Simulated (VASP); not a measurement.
# AlCu: single point with PBEsol

AlCu:

```xyz
2
Lattice="2.9603 0.0000 0.0000 0.0000 2.9603 0.0000 0.0000 0.0000 2.9603" Properties=species:S:1:pos:R:3 pbc="T T T"
Al    0.0000    0.0000    0.0000
Cu    1.4802    1.4802    1.4802
```

| Item | Value |
| --- | --- |
| Program | VASP 6.6.1 |
| Task | single point |
| Functional | PBEsol |
| Potentials or basis | VASP PAW PBE potentials, release 64 (Al, Cu) |
| Cutoff | 520 eV |
| k mesh | 7 × 7 × 7 |
| Occupations | gaussian, width 0.1 eV |
| Spin | no spin polarisation |

```yaml
Pressure: 0.8 GPa
Band_gap_on_the_k_mesh: zero (band 7 reaches 13.36 eV, above the bottom of band 8 at 8.99 eV)
```

Levels at points of the mesh, in eV from the Fermi level:
```csv
k point,band 4,band 5,band 6,band 7,band 8,band 9,band 10,band 11
"(0.00, 0.00, 0.00)",-4.11,-4.11,-4.11,3.80,3.80,3.80,6.25,6.25
```

It took 6.1 s on 1 thread of Intel(R) Xeon(R) Platinum 8259CL CPU @ 2.50GHz (Skylake/Cascade Lake), on a shared host, peak memory 0.13 GiB.

Caveat: the PAW data sets were made with another functional, which shifts forces and pressure a little.
